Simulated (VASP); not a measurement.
# BO2 (P4_2/mnm) in VASP: single point with PBEsol

Aim: the single point of BO2 with PBEsol.

Program: VASP 6.6.1. These are calculated values, not measurements. Logs are shortened: lines on timing, memory, paths and dates and some standing lists are left out, and cuts for length are marked.

## Step 1: The cell of the first run

Symmetry: P4_2/mnm, No. 136, tetragonal system. The conventional cell has a = 4.263 Å, b = 4.263 Å, c = 2.474 Å, α = 90.00°, β = 90.00°, γ = 90.00°. O (site symmetry m2m) has 3 B at 1.72 to 1.82 Å and 11 O at 2.39 to 2.50 Å within 2.6 Å. Within 2.3 Å of B (site symmetry mmm) lie 6 O at 1.72 to 1.82 Å.

## Step 2: Single point, PBEsol

POSCAR reads:

```
BO2
1.0
    4.2627970000      0.0000000000      0.0000000000
    0.0000000000      4.2627970000      0.0000000000
    0.0000000000      0.0000000000      2.4743270000
O B
4 2
Direct
    0.3018000000      0.3018000000      0.0000000000
    0.1982000000      0.8018000000      0.5000000000
    0.6982000000      0.6982000000      0.0000000000
    0.8018000000      0.1982000000      0.5000000000
    0.0000000000      0.0000000000      0.0000000000
    0.5000000000      0.5000000000      0.5000000000
```

INCAR.step1 reads:

```
SYSTEM = BO2
PREC = Accurate
ENCUT = 520
EDIFF = 1E-6
ISMEAR = 0
SIGMA = 0.0207
LREAL = .False.
LASPH = .True.
NELM = 120
ALGO = Normal
ISIF = 2
LWAVE = .False.
LCHARG = .True.
GGA = PS
NBANDS = 24
GGA_COMPAT = .False.
NEDOS = 2001
LORBIT = 11
```

KPOINTS.step1 reads:

```
Automatic mesh
0
Gamma
  6 6 10
  0 0 0
```

INCAR.step2 reads:

```
SYSTEM = BO2
PREC = Accurate
ENCUT = 520
EDIFF = 1E-6
ISMEAR = -5
SIGMA = 0.0207
LREAL = .False.
LASPH = .True.
NELM = 120
ALGO = Normal
ISIF = 2
LWAVE = .False.
LCHARG = .False.
GGA = PS
LORBIT = 10
NBANDS = 24
NEDOS = 2001
ICHARG = 11
GGA_COMPAT = .False.
```

KPOINTS.step2 reads:

```
Automatic mesh
0
Gamma
  9 9 15
  0 0 0
```

Potentials or basis: VASP PAW PBE potentials, release 64 (O, B).

Started as:

```console
$ cat potpaw_PBE.64/O/POTCAR potpaw_PBE.64/B/POTCAR > POTCAR
$ cp INCAR.step1 INCAR
$ cp KPOINTS.step1 KPOINTS
$ mpirun -np 1 vasp_std > vasp.out
$ cp INCAR.step2 INCAR
$ cp KPOINTS.step2 KPOINTS
$ mpirun -np 1 vasp_std > vasp.out
```

OUTCAR:

```text
SYSTEM = BO2
   PREC = Accurate
   ENCUT = 520
   EDIFF = 1E-6
   ISMEAR = -5
   LREAL = .False.
   LASPH = .True.
   NELM = 120
   ISIF = 2
   GGA = PS
   LORBIT = 10
   ICHARG = 11

 ion  position               nearest neighbor table
   1  0.302  0.302  0.000-   6 1.72   6 1.72   5 1.82
   2  0.198  0.802  0.500-   5 1.72   5 1.72   6 1.82
   3  0.698  0.698  0.000-   6 1.72   6 1.72   5 1.82
   4  0.802  0.198  0.500-   5 1.72   5 1.72   6 1.82
   5  0.000  0.000  0.000-   2 1.72   4 1.72   2 1.72   4 1.72   3 1.82   1 1.82
   6  0.500  0.500  0.500-   1 1.72   3 1.72   1 1.72   3 1.72   2 1.82   4 1.82

  LATTYP: Found a simple tetragonal cell.
 ALAT       =     4.2627970000
 C/A-ratio  =     0.5804468287

  Lattice vectors:

 A1 = (   4.2627970000,   0.0000000000,   0.0000000000)
 A2 = (   0.0000000000,   4.2627970000,   0.0000000000)
 A3 = (   0.0000000000,   0.0000000000,   2.4743270000)

Analysis of symmetry for initial positions (statically):
=====================================================================
 Subroutine PRICEL returns:
 Original cell was already a primitive cell.

 Routine SETGRP: Setting up the symmetry group for a
 simple tetragonal supercell.

 Subroutine GETGRP returns: Found 16 space group operations
 (whereof  8 operations were pure point group operations)
 out of a pool of 16 trial point group operations.

The static configuration has the point symmetry D_2h.
 The point group associated with its full space group is D_4h.

Analysis of symmetry for dynamics (positions and initial velocities):
=====================================================================
 Subroutine PRICEL returns:
 Original cell was already a primitive cell.

 Routine SETGRP: Setting up the symmetry group for a
 simple tetragonal supercell.

 Subroutine GETGRP returns: Found 16 space group operations
 (whereof  8 operations were pure point group operations)
 out of a pool of 16 trial point group operations.

The dynamic configuration has the point symmetry D_2h.
 The point group associated with its full space group is D_4h.

 Subroutine INISYM returns: Found 16 space group operations
 (whereof  8 operations are pure point group operations),
 and found     1 'primitive' translations

----------------------------------------------------------------------------------------

                                     Primitive cell

  volume of cell :      44.9621

  direct lattice vectors                    reciprocal lattice vectors
     4.262797000  0.000000000  0.000000000     0.234587760  0.000000000  0.000000000
     0.000000000  4.262797000  0.000000000     0.000000000  0.234587760  0.000000000
     0.000000000  0.000000000  2.474327000     0.000000000  0.000000000  0.404150300

  length of vectors
     4.262797000  4.262797000  2.474327000     0.234587760  0.234587760  0.404150300

  position of ions in fractional coordinates (direct lattice)
     0.301800000  0.301800000  0.000000000
     0.198200000  0.801800000  0.500000000
     0.698200000  0.698200000  0.000000000
     0.801800000  0.198200000  0.500000000
     0.000000000  0.000000000  0.000000000
     0.500000000  0.500000000  0.500000000

  ion indices of the primitive-cell ions
   primitive index   ion index
                 1           1
                 2           2
                 3           3
                 4           4
                 5           5
                 6           6

----------------------------------------------------------------------------------------

 KPOINTS: Automatic mesh

Automatic generation of k-mesh.
 Grid dimensions read from file:
 generate k-points for:    9    9   15

 Generating k-lattice:

  Cartesian coordinates                     Fractional coordinates (reciprocal lattice)
     0.026065307  0.000000000  0.000000000     0.111111111  0.000000000  0.000000000
     0.000000000  0.026065307  0.000000000     0.000000000  0.111111111  0.000000000
     0.000000000  0.000000000  0.026943353     0.000000000  0.000000000  0.066666667

  Length of vectors
     0.026065307  0.026065307  0.026943353

  Shift w.r.t. Gamma in fractional coordinates (k-lattice)
     0.000000000  0.000000000  0.000000000

 TETIRR: Found   1798 inequivalent tetrahedra from     7290

 Subroutine IBZKPT returns following result:
 ===========================================

 Found    120 irreducible k-points:

 Following reciprocal coordinates:
            Coordinates               Weight
  0.000000  0.000000  0.000000      1.000000
  0.111111  0.000000  0.000000      4.000000
  0.222222  0.000000  0.000000      4.000000
  0.333333  0.000000  0.000000      4.000000
  0.444444  0.000000  0.000000      4.000000
  0.111111  0.111111  0.000000      4.000000
[... 16 lines left out ...]
  0.333333  0.111111  0.066667     16.000000
  0.444444  0.111111  0.066667     16.000000
 [... further k-points ...]
   k-points           NKPTS =    120   k-points in BZ     NKDIM =    120   number of bands    NBANDS=     24
   number of dos      NEDOS =   2001   number of ions     NIONS =      6
   total plane-waves  NPLWV =  18432
   dimension x,y,z NGX =    32 NGY =   32 NGZ =   18
   dimension x,y,z NGXF=    64 NGYF=   64 NGZF=   36
   ions per type =               4   2
   NGX,Y,Z   is equivalent  to a cutoff of  12.48, 12.48, 12.09 a.u.
   NGXF,Y,Z  is equivalent  to a cutoff of  24.96, 24.96, 24.19 a.u.
 SYSTEM =  BO2
   PREC   = accura    normal or accurate (medium, high low for compatibility)
   ISTART =      0    job   : 0-new  1-cont  2-samecut
   ICHARG =     11    charge: 1-file 2-atom 10-const
   ISPIN  =      1    spin polarized calculation?
   LNONCOLLINEAR =      F non collinear calculations
   LSORBIT =      F    spin-orbit coupling
   LASPH  =      T    aspherical Exc in radial PAW
   ENCUT  =  520.0 eV  38.22 Ry    6.18 a.u.   7.93  7.93  4.60*2*pi/ulx,y,z
   NELM   =    120;   NELMIN=  2; NELMDL=  0     # of ELM steps
   EDIFF  = 0.1E-05   stopping-criterion for ELM
   LREAL  =      F    real-space projection
   EDIFFG = 0.1E-04   stopping-criterion for IOM
   NSW    =      0    number of steps for IOM
   IBRION =     -1    ionic relax: 0-MD 1-quasi-New 2-CG
   NFREE  =      0    steps in history (QN), initial steepest desc. (CG)
   ISIF   =      2    stress and relaxation
   ISYM   =      2    0-nonsym 1-usesym 2-fastsym
   POTIM  = 0.5000    time-step for ionic-motion
   TEBEG  =    0.0;   TEEND  =   0.0 temperature during run
   PSTRESS=    0.0 pullay stress
   NELECT =      30.0000    total number of electrons
   NUPDOWN=      -1.0000    fix difference up-down
   EMIN   =  10.00;   EMAX   =-10.00  energy-range for DOS
   EFERMI =   0.00;   METHOD = LEGACY
   ISMEAR =    -5;   SIGMA  =   0.02  broadening in eV -4-tet -1-fermi 0-gaus
   EFERMI_NEDOS =   21; number of points for ismear=-14 and -15
   IALGO  =     38    algorithm
   IMIX   =      4    mixing-type and parameters
     AMIX     =   0.40;   BMIX     =  1.00
     AMIX_MAG =   1.60;   BMIX_MAG =  1.00
  volume/ion in A,a.u.               =       7.49        50.57
  Fermi-wavevector in a.u.,A,eV,Ry     =   1.430539  2.703327 27.843542  2.046443
  Thomas-Fermi vector in A             =   2.550373
   LORBIT       =     10    0 simple, 1 ext, 2 COOP (PROOUT), +10 PAW based schemes
   GGA     = PS    functional components
   LHFCALC =     F    Hartree Fock is set to
   AEXX    =    0.0000 exact exchange contribution
   IVDW    =     0    specifies the selected vdW correction
   LEPSILON=     F    determine dielectric tensor
   LRPA    =     F    only Hartree local field effects (RPA)
 non-spin polarized calculation
 Fermi weights with tetrahedron method with Bloechl corrections
  energy-cutoff  :      520.00
  volume of cell :       44.96
 maximum number of plane-waves:      1236
 NGX is ok and might be reduce to    32

 number of electron      30.0000008 magnetization

 Free energy of the ion-electron system (eV)
  ---------------------------------------------------
  ext. energy  EPLUGINS =         0.00000000
  ---------------------------------------------------
  free energy    TOTEN  =       -39.33247626 eV

  energy without entropy =      -39.33247626  energy(sigma->0) =      -39.33247626

 E-fermi :   2.9174     XC(G=0): -12.0224

 val. band max:        2.9600332941   @ k =   0.4444   0.1111   0.0000
 cond. band min:       2.9054918086   @ k =   0.4444   0.4444   0.1333
 fundamental gap:     -0.0545414856
 Fermi energy:         2.9174162464

 k-point     1 :       0.0000    0.0000    0.0000
  band No.  band energies     occupation
      1     -17.6551      2.00000
      2     -14.5898      2.00000
      3     -14.5898      2.00000
      4     -13.8168      2.00000
      5      -6.1341      2.00000
      6      -2.5023      2.00000
[... 16 lines left out ...]
     23      14.6111      0.00000
     24      15.8368      0.00000

 k-point     2 :       0.1111    0.0000    0.0000
  band No.  band energies     occupation
      1     -17.5964      2.00000
      2     -14.8075      2.00000
      3     -14.5516      2.00000
      4     -13.7358      2.00000
      5      -6.0747      2.00000
      6      -2.7275      2.00000
[... 16 lines left out ...]
     23      14.5479      0.00000
     24      15.7299      0.00000

 k-point     3 :       0.2222    0.0000    0.0000
  band No.  band energies     occupation
      1     -17.4226      2.00000
      2     -15.2641      2.00000
      3     -14.4409      2.00000
      4     -13.6662      2.00000
      5      -5.8876      2.00000
      6      -3.2628      2.00000
[... 16 lines left out ...]
     23      14.3851      0.00000
     24      15.4299      0.00000
[... 514 lines left out ...]
 k-point    23 :       0.3333    0.1111    0.0667
  band No.  band energies     occupation
      1     -17.0238      2.00000
      2     -15.7030      2.00000
      3     -14.3437      2.00000
      4     -13.7313      2.00000
      5      -5.3903      2.00000
      6      -3.6913      2.00000
[... 16 lines left out ...]
     23      14.2791      0.00000
     24      15.1666      0.00000

 k-point    24 :       0.4444    0.1111    0.0667
  band No.  band energies     occupation
      1     -16.6496      2.00000
      2     -16.1992      2.00000
      3     -14.1293      2.00000
      4     -13.9092      2.00000
      5      -4.9065      2.00000
      6      -4.3269      2.00000
[... 16 lines left out ...]
     23      14.4063      0.00000
     24      14.7862      0.00000

 [... further k-points ...]
[... 5 lines left out ...]
  --------------------------------------------------------------------------------------
  -------------------------------------------------------------------------------------
  Total      -12.4841307    -12.4841307     -6.9400182      0.0000000      0.0000000      0.0000000
  in kB     -444.8591138   -444.8591138   -247.3003873      0.0000000      0.0000000      0.0000000
  external PRESSURE =    -379.0062050 kB  Pullay stress =       0.0000000 kB

 VOLUME and BASIS-vectors are now :
 -----------------------------------------------------------------------------
  energy-cutoff  :      520.00
  volume of cell :       44.96
      direct lattice vectors                 reciprocal lattice vectors
     4.262797000  0.000000000  0.000000000     0.234587760  0.000000000  0.000000000
     0.000000000  4.262797000  0.000000000     0.000000000  0.234587760  0.000000000
     0.000000000  0.000000000  2.474327000     0.000000000  0.000000000  0.404150300

 POSITION                                       TOTAL-FORCE (eV/Angst)
 -----------------------------------------------------------------------------------
      1.28651      1.28651      0.00000         1.521666      1.521666     -0.000000
      0.84489      3.41791      1.23716        -1.521666      1.521666     -0.000000
      2.97628      2.97628      0.00000        -1.521666     -1.521666      0.000000
      3.41791      0.84489      1.23716         1.521666     -1.521666     -0.000000
      0.00000      0.00000      0.00000         0.000000      0.000000     -0.000000
      2.13140      2.13140      1.23716         0.000000      0.000000     -0.000000
 -----------------------------------------------------------------------------------
    total drift:                                0.000000      0.000000      0.000000

  FREE ENERGIE OF THE ION-ELECTRON SYSTEM (eV)
  ---------------------------------------------------
  free  energy   TOTEN  =       -39.3324762579 eV

  energy  without entropy=      -39.3324762579  energy(sigma->0) =      -39.33247626

 total charge

# of ion       s       p       d       tot
------------------------------------------
    1        1.575   3.335   0.000   4.910
    2        1.575   3.335   0.000   4.910
    3        1.575   3.335   0.000   4.910
    4        1.575   3.335   0.000   4.910
    5        0.529   0.891   0.000   1.419
    6        0.529   0.891   0.000   1.419
--------------------------------------------------
tot          7.358  15.122   0.000  22.480
```

It took 76 s on 1 thread of Intel Xeon Platinum 8259CL at 2.50GHz (Skylake/Cascade Lake), shared host; peak memory 0.21 GiB.

What came out:

```yaml
Valence_electrons_inside_the_program's_atomic_spheres: O 4.91; B 1.42
```

Levels at points of the mesh, in eV from the Fermi level:
| k point | band 11 | band 12 | band 13 | band 14 | band 15 | band 16 | band 17 | band 18 | band 19 | band 20 |
| --- | --- | --- | --- | --- | --- | --- | --- | --- | --- | --- |
| (0.00, 0.00, 0.00) | -0.47 | -0.11 | -0.11 | 0.36 | 0.36 | 1.11 | 5.81 | 8.59 | 8.59 | 9.80 |

Caveat: the PAW data sets were made with another functional, which shifts forces and pressure a little; tetrahedron occupations give inexact forces and stress in metals.
